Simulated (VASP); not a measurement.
## Rb: relaxation of cell and atoms with revPBE+D4

Crystal: Rb.

```
Rb
1.0
    -2.80250    2.80250    2.80250
     2.80250   -2.80250    2.80250
     2.80250    2.80250   -2.80250
Rb
1
Direct
  0.00000 0.00000 0.00000
```

- Program: VASP 6.6.1
- Task: relaxation of cell and atoms
- Functional: revPBE
- Dispersion: D4
- Potentials or basis: VASP PAW PBE potentials, release 64 (Rb_sv)
- Cutoff: 600 eV
- k mesh: 7 × 7 × 7
- Occupations: fermi-dirac, width 0.05 eV
- Spin: no spin polarisation
- Dipole correction: no
- Further INCAR settings: ALGO = Normal; EDIFF = 1e-07; IBRION = 2; EDIFFG = -0.01; NSW = 60; ISIF = 3

| Quantity | Value |
| --- | --- |
| Relaxed volume | 93.68 Å³/atom |
| Relaxed cell | a = 4.955 Å, b = 4.955 Å, c = 4.955 Å, α = 109.47°, β = 109.47°, γ = 109.47° |
| Space group after relaxing (to 0.1 Å) | Im-3m (No. 229) |
| Energy gained by relaxing | 3.6 meV/atom |
| Ionic steps | 3 |
| Pressure after relaxing | 0.0 GPa |
| Band gap on the k mesh | zero (an odd number of electrons rules out a gap without spin polarisation) |
| Dispersion energy per atom | -0.082 eV |

The path:
| step | energy change (eV) | largest force (eV/Å) | pressure (GPa) | volume (Å³) |
| --- | --- | --- | --- | --- |
| 1 | 0.0000 | 0.0000 | 0.20 | 88.04 |
| 2 | -0.0015 | 0.0000 | 0.15 | 89.45 |
| 3 | -0.0036 | 0.0000 | 0.01 | 93.68 |

Final structure:
```
CELL_PARAMETERS angstrom
-2.86105 2.86105 2.86105
2.86105 -2.86105 2.86105
2.86105 2.86105 -2.86105
ATOMIC_POSITIONS crystal
Rb 0.00000 0.00000 0.00000
```

Levels at points of the mesh, in eV from the Fermi level:
| k point | band 3 | band 4 | band 5 | band 6 | band 7 | band 8 |
| --- | --- | --- | --- | --- | --- | --- |
| (0.00, 0.00, 0.00) | -13.01 | -13.01 | -1.92 | 3.70 | 3.70 | 3.70 |

Wall time 73 s on 1 thread of Intel(R) Xeon(R) Platinum 8375C CPU @ 2.90GHz (Ice Lake), on a shared host, peak memory 0.24 GiB.

Caveat: the PAW data sets were made with another functional, which shifts forces and pressure a little. Zero-point motion and thermal expansion aren't in these numbers.
